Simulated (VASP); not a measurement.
Input of a VASP 6.6.1 run:

INCAR

```
PREC = Accurate ; ENCUT = 500
EDIFF = 1E-6 ; ISMEAR = -1
SIGMA = 0.1 ; LREAL = False
LASPH = True ; NELM = 120
ALGO = Normal ; ISIF = 2
LWAVE = False ; LCHARG = False
GGA = PE ; NBANDS = 26
GGA_COMPAT = False
```

Contents of KPOINTS:

```
Automatic mesh
0
Gamma
  7 7 4
```

POSCAR

```
AgI
1.0
    4.6103384200      0.0000000000      0.0000000000
   -2.3051692100      3.9926738700      0.0000000000
    0.0000000000      0.0000000000      7.5436410800
Ag I
2 2
Direct
    0.3333300000      0.6666700000      0.0000000000
    0.6666600000      0.3333300000      0.5000000000
    0.3333300000      0.6666700000      0.3850000000
    0.6666600000      0.3333300000      0.8850000000
```

Potentials or basis: VASP PAW PBE potentials, release 64 (Ag, I).

The run is started by

```console
$ cat potpaw_PBE.64/Ag/POTCAR potpaw_PBE.64/I/POTCAR > POTCAR
$ mpirun -np 1 vasp_std > vasp.out
```

Problem. Estimate the band gap on the k mesh.

Solution. 1.36 eV.

Problem. What does it give for the largest force?

Solution. 0.145 eV/Å.

Problem. Estimate the pressure.

Solution. 1.4 GPa.

Stress tensor (GPa, compression positive):
```
1.80 0.00 0.00
0.00 1.80 0.00
0.00 0.00 0.69
```

Caveat: spin-orbit coupling is left out, which moves the levels of the heavy elements.
